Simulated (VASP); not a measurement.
# PbSe (Fm-3m) in VASP: notebook

Runs on PbSe. Level: PBE. Tasks: electric field gradients.

Program: VASP 6.6.1. These are calculated values, not measurements. Logs are shortened: lines on timing, memory, paths and dates and some standing lists are left out, and cuts for length are marked.

**1. The cell of the first run**

The structure is cubic, space group Fm-3m (No. 225). Conventional cell: a = 6.020 Å, b = 6.020 Å, c = 6.020 Å, α = 90.00°, β = 90.00°, γ = 90.00°. Within 4.0 Å of Pb (site symmetry m-3m) lie 6 Se at 3.01 Å. Within 4.0 Å of Se (site symmetry m-3m) lie 6 Pb at 3.01 Å.

**2. Electric field gradients, PBE (volume scaled by 0.95)**

File INCAR:

```
SYSTEM = PbSe
PREC = Accurate ; ENCUT = 520
EDIFF = 1E-8 ; ISMEAR = -1
SIGMA = 0.02 ; LREAL = .False.
LASPH = .True. ; NELM = 80
ALGO = Normal ; ISIF = 2
LWAVE = .False. ; LCHARG = .False.
GGA = PE ; LEFG = .True.
NBANDS = 17
```

File KPOINTS:

```
Automatic mesh
0
Gamma
  7 7 7
  0 0 0
```

File POSCAR:

```
PbSe
1.0
    0.0000000000      3.0102391241      3.0102391241
    3.0102391241      0.0000000000      3.0102391241
    3.0102391241      3.0102391241      0.0000000000
Pb Se
1 1
Direct
    0.0000000000      0.0000000000      0.0000000000
    0.5000000000      0.5000000000      0.5000000000
```

Potentials or basis: VASP PAW PBE potentials, release 64 (Pb_d, Se).

Run with:

```
cat potpaw_PBE.64/Pb_d/POTCAR potpaw_PBE.64/Se/POTCAR > POTCAR
mpirun -np 1 vasp_std > vasp.out
```

OUTCAR:

```text
SYSTEM = PbSe
   PREC = Accurate
   ENCUT = 520
   EDIFF = 1E-8
   ISMEAR = -1
   LREAL = .False.
   LASPH = .True.
   NELM = 80
   ISIF = 2
   GGA = PE

 ion  position               nearest neighbor table
   1  0.000  0.000  0.000-   2 3.01   2 3.01   2 3.01   2 3.01   2 3.01   2 3.01
   2  0.500  0.500  0.500-   1 3.01   1 3.01   1 3.01   1 3.01   1 3.01   1 3.01

  LATTYP: Found a face centered cubic cell.
 ALAT       =     6.0204782482

  Lattice vectors:

 A1 = (   0.0000000000,   3.0102391241,   3.0102391241)
 A2 = (   3.0102391241,   0.0000000000,   3.0102391241)
 A3 = (   3.0102391241,   3.0102391241,   0.0000000000)

Analysis of symmetry for initial positions (statically):
=====================================================================
 Subroutine PRICEL returns:
 Original cell was already a primitive cell.

 Routine SETGRP: Setting up the symmetry group for a
 face centered cubic supercell.

 Subroutine GETGRP returns: Found 48 space group operations
 (whereof 48 operations were pure point group operations)
 out of a pool of 48 trial point group operations.

The static configuration has the point symmetry O_h .

Analysis of symmetry for dynamics (positions and initial velocities):
=====================================================================
 Subroutine PRICEL returns:
 Original cell was already a primitive cell.

 Routine SETGRP: Setting up the symmetry group for a
 face centered cubic supercell.

 Subroutine GETGRP returns: Found 48 space group operations
 (whereof 48 operations were pure point group operations)
 out of a pool of 48 trial point group operations.

The dynamic configuration has the point symmetry O_h .

 Subroutine INISYM returns: Found 48 space group operations
 (whereof 48 operations are pure point group operations),
 and found     1 'primitive' translations

----------------------------------------------------------------------------------------

                                     Primitive cell

  volume of cell :      54.5548

  direct lattice vectors                    reciprocal lattice vectors
     0.000000000  3.010239124  3.010239124    -0.166099761  0.166099761  0.166099761
     3.010239124  0.000000000  3.010239124     0.166099761 -0.166099761  0.166099761
[... 119 lines left out ...]
 Free energy of the ion-electron system (eV)
  ---------------------------------------------------
  ext. energy  EPLUGINS =         0.00000000
  ---------------------------------------------------
  free energy    TOTEN  =        -8.11205229 eV

  energy without entropy =       -8.11205229  energy(sigma->0) =       -8.11205229

 E-fermi :   5.8470     XC(G=0):  -9.7642

 val. band max:        5.4338164707   @ k =   0.4286   0.0000   0.0000
 cond. band min:       6.2549774601   @ k =   0.4286   0.0000   0.0000
 fundamental gap:      0.8211609894
 Fermi energy:         5.8470005843

 k-point     1 :       0.0000    0.0000    0.0000
  band No.  band energies     occupation
      1     -11.2264      2.00000
      2     -11.2264      2.00000
      3     -11.2264      2.00000
      4     -11.2252      2.00000
      5     -11.2252      2.00000
      6      -8.3332      2.00000
[... 377 lines left out ...]
      4     -11.2030      2.00000
      5     -11.1750      2.00000
      6      -6.7027      2.00000
[... 9 lines left out ...]
     16      17.3361      0.00000
     17      17.9480      0.00000

------------------------ aborting loop because EDIFF is reached ----------------------------------------

  FORCE on cell =-STRESS in cart. coord.  units (eV):
  Direction    XX          YY          ZZ          XY          YZ          ZX
  --------------------------------------------------------------------------------------
  -------------------------------------------------------------------------------------
  Total        1.8732893      1.8732893      1.8732893     -0.0000000      0.0000000      0.0000000
  in kB       55.0151692     55.0151692     55.0151692     -0.0000000      0.0000000      0.0000000
  external PRESSURE =      55.0151692 kB  Pullay stress =       0.0000000 kB

 VOLUME and BASIS-vectors are now :
 -----------------------------------------------------------------------------
  energy-cutoff  :      520.00
  volume of cell :       54.55
      direct lattice vectors                 reciprocal lattice vectors
     0.000000000  3.010239124  3.010239124    -0.166099761  0.166099761  0.166099761
     3.010239124  0.000000000  3.010239124     0.166099761 -0.166099761  0.166099761
     3.010239124  3.010239124  0.000000000     0.166099761  0.166099761 -0.166099761

 POSITION                                       TOTAL-FORCE (eV/Angst)
 -----------------------------------------------------------------------------------
      0.00000      0.00000      0.00000        -0.000000     -0.000000     -0.000000
      3.01024      3.01024      3.01024         0.000000      0.000000      0.000000
 -----------------------------------------------------------------------------------
    total drift:                                0.000000     -0.000000     -0.000000

  FREE ENERGIE OF THE ION-ELECTRON SYSTEM (eV)
  ---------------------------------------------------
  free  energy   TOTEN  =        -8.1120522914 eV

  energy  without entropy=       -8.1120522913  energy(sigma->0) =       -8.11205229

 Electric field gradients (V/A^2)
---------------------------------------------------------------------
 ion       V_xx      V_yy      V_zz      V_xy      V_xz      V_yz
---------------------------------------------------------------------
   1      -0.000    -0.000    -0.000    -0.001    -0.001    -0.001
   2       0.000     0.000    -0.000    -0.000    -0.000    -0.000
---------------------------------------------------------------------

 Electric field gradients after diagonalization (V/A^2)
 (convention: |V_zz| > |V_xx| > |V_yy|)
----------------------------------------------------------------------
 ion       V_xx      V_yy      V_zz     asymmetry (V_yy - V_xx)/ V_zz
----------------------------------------------------------------------
   1       0.001     0.001    -0.002       0.000
   2       0.000     0.000    -0.000       0.000
----------------------------------------------------------------------

           NMR quadrupolar parameters

 Cq : quadrupolar parameter    Cq=e*Q*V_zz/h
 eta: asymmetry parameters     (V_yy - V_xx)/ V_zz
 Q  : nuclear electric quadrupole moment in mb (millibarn)
----------------------------------------------------------------------
 ion       Cq(MHz)       eta       Q (mb)
----------------------------------------------------------------------
   1      -0.000       0.000       1.000
   2      -0.000       0.000       1.000
----------------------------------------------------------------------
```

Wall time 29 s (1 thread of AMD EPYC 7R43 (Zen 3), shared host); peak memory 0.14 GiB.

What came out:

| Item | Value |
| --- | --- |
| Free energy | -8.1121 eV |
| Pressure | 5.5 GPa |

Caveat: this odd mesh misses L, where the gap lies, so gap, dielectric constants and Born charges aren't listed; without QUAD_EFG the Cq values of the log hold for a quadrupole moment of 1 mb, not for the nuclei; spin-orbit coupling is left out, which moves the levels of the heavy elements.

**3. Electric field gradients, PBE (volume scaled by 0.975)**

File INCAR:

```
PREC = Accurate
ENCUT = 520
EDIFF = 1E-8
ISMEAR = -1
SIGMA = 0.02
LREAL = False
LASPH = True
NELM = 80
ALGO = Normal
ISIF = 2
LWAVE = False
LCHARG = False
GGA = PE
LEFG = True
NBANDS = 17
```

File KPOINTS:

```
Automatic mesh
0
Gamma
  7 7 7
```

File POSCAR:

```
PbSe
1.0
    0.0000000000      3.0364164304      3.0364164304
    3.0364164304      0.0000000000      3.0364164304
    3.0364164304      3.0364164304      0.0000000000
Pb Se
1 1
Direct
    0.0000000000      0.0000000000      0.0000000000
    0.5000000000      0.5000000000      0.5000000000
```

Potentials or basis: VASP PAW PBE potentials, release 64 (Pb_d, Se).

Run with:

```
cat potpaw_PBE.64/Pb_d/POTCAR potpaw_PBE.64/Se/POTCAR > POTCAR
mpirun -np 1 vasp_std > vasp.out
```

OUTCAR:

```text
PREC = Accurate
   ENCUT = 520
   EDIFF = 1E-8
   ISMEAR = -1
   LREAL = False
   LASPH = True
   NELM = 80
   ISIF = 2
   GGA = PE

 ion  position               nearest neighbor table
   1  0.000  0.000  0.000-   2 3.04   2 3.04   2 3.04   2 3.04   2 3.04   2 3.04
   2  0.500  0.500  0.500-   1 3.04   1 3.04   1 3.04   1 3.04   1 3.04   1 3.04

  LATTYP: Found a face centered cubic cell.
 ALAT       =     6.0728328608

  Lattice vectors:

 A1 = (   0.0000000000,   3.0364164304,   3.0364164304)
 A2 = (   3.0364164304,   0.0000000000,   3.0364164304)
 A3 = (   3.0364164304,   3.0364164304,   0.0000000000)

Analysis of symmetry for initial positions (statically):
=====================================================================
 Subroutine PRICEL returns:
 Original cell was already a primitive cell.

 Routine SETGRP: Setting up the symmetry group for a
 face centered cubic supercell.

 Subroutine GETGRP returns: Found 48 space group operations
 (whereof 48 operations were pure point group operations)
 out of a pool of 48 trial point group operations.

The static configuration has the point symmetry O_h .

Analysis of symmetry for dynamics (positions and initial velocities):
=====================================================================
 Subroutine PRICEL returns:
 Original cell was already a primitive cell.

 Routine SETGRP: Setting up the symmetry group for a
 face centered cubic supercell.

 Subroutine GETGRP returns: Found 48 space group operations
 (whereof 48 operations were pure point group operations)
 out of a pool of 48 trial point group operations.
[... 151 lines left out ...]
  band No.  band energies     occupation
      1     -11.5110      2.00000
      2     -11.5110      2.00000
      3     -11.5110      2.00000
      4     -11.5084      2.00000
      5     -11.5084      2.00000
      6      -8.4347      2.00000
[... 377 lines left out ...]
      4     -11.4898      2.00000
      5     -11.4647      2.00000
      6      -6.9102      2.00000
[... 9 lines left out ...]
     16      16.9753      0.00000
     17      17.5126      0.00000

------------------------ aborting loop because EDIFF is reached ----------------------------------------

  FORCE on cell =-STRESS in cart. coord.  units (eV):
  Direction    XX          YY          ZZ          XY          YZ          ZX
  --------------------------------------------------------------------------------------
  -------------------------------------------------------------------------------------
  Total        1.3233416      1.3233416      1.3233416      0.0000000      0.0000000     -0.0000000
  in kB       37.8676671     37.8676671     37.8676671      0.0000000      0.0000000     -0.0000000
  external PRESSURE =      37.8676671 kB  Pullay stress =       0.0000000 kB

 VOLUME and BASIS-vectors are now :
 -----------------------------------------------------------------------------
  energy-cutoff  :      520.00
  volume of cell :       55.99
      direct lattice vectors                 reciprocal lattice vectors
     0.000000000  3.036416430  3.036416430    -0.164667796  0.164667796  0.164667796
     3.036416430  0.000000000  3.036416430     0.164667796 -0.164667796  0.164667796
     3.036416430  3.036416430  0.000000000     0.164667796  0.164667796 -0.164667796

 POSITION                                       TOTAL-FORCE (eV/Angst)
 -----------------------------------------------------------------------------------
      0.00000      0.00000      0.00000         0.000000      0.000000      0.000000
      3.03642      3.03642      3.03642         0.000000      0.000000     -0.000000
 -----------------------------------------------------------------------------------
    total drift:                                0.000000     -0.000000     -0.000000

  FREE ENERGIE OF THE ION-ELECTRON SYSTEM (eV)
  ---------------------------------------------------
  free  energy   TOTEN  =        -8.1538908145 eV

  energy  without entropy=       -8.1538908145  energy(sigma->0) =       -8.15389081

 Electric field gradients (V/A^2)
---------------------------------------------------------------------
 ion       V_xx      V_yy      V_zz      V_xy      V_xz      V_yz
---------------------------------------------------------------------
   1      -0.000    -0.000     0.000    -0.000    -0.000    -0.000
   2       0.000     0.000     0.000     0.000     0.000     0.000
---------------------------------------------------------------------

 Electric field gradients after diagonalization (V/A^2)
 (convention: |V_zz| > |V_xx| > |V_yy|)
----------------------------------------------------------------------
 ion       V_xx      V_yy      V_zz     asymmetry (V_yy - V_xx)/ V_zz
----------------------------------------------------------------------
   1       0.000     0.000    -0.001       0.000
   2      -0.000    -0.000     0.000       0.000
----------------------------------------------------------------------

           NMR quadrupolar parameters

 Cq : quadrupolar parameter    Cq=e*Q*V_zz/h
 eta: asymmetry parameters     (V_yy - V_xx)/ V_zz
 Q  : nuclear electric quadrupole moment in mb (millibarn)
----------------------------------------------------------------------
 ion       Cq(MHz)       eta       Q (mb)
----------------------------------------------------------------------
   1      -0.000       0.000       1.000
   2       0.000       0.000       1.000
----------------------------------------------------------------------
```

stdout:

```text
POSCAR found type information on POSCAR PbSe
 POSCAR found :  2 types and       2 ions
 scaLAPACK will be used
 LDA part: xc-table for (Slater+PW92), standard interpolation
 POSCAR, INCAR and KPOINTS ok, starting setup
 FFT: planning ... GRIDC
 FFT: planning ... GRID_SOFT
 FFT: planning ... GRID
 WAVECAR not read
 entering main loop
ion   1

ion   2
```

Wall time 31 s (1 thread of AMD EPYC 7R43 (Zen 3), shared host); peak memory 0.14 GiB.

Results:

| Item | Value |
| --- | --- |
| Free energy | -8.1539 eV |
| Pressure | 3.8 GPa |

Levels at points of the mesh, in eV from the Fermi level:
```csv
k point,band 7,band 8,band 9,band 10,band 11,band 12,band 13,band 14
"(0.00, 0.00, 0.00)",-6.43,-2.15,-2.15,-2.15,4.60,4.60,4.60,6.30
```

Caveat: this odd mesh misses L, where the gap lies, so gap, dielectric constants and Born charges aren't listed; without QUAD_EFG the Cq values of the log hold for a quadrupole moment of 1 mb, not for the nuclei; spin-orbit coupling is left out, which moves the levels of the heavy elements.

(Continued in part 2 of 2.)
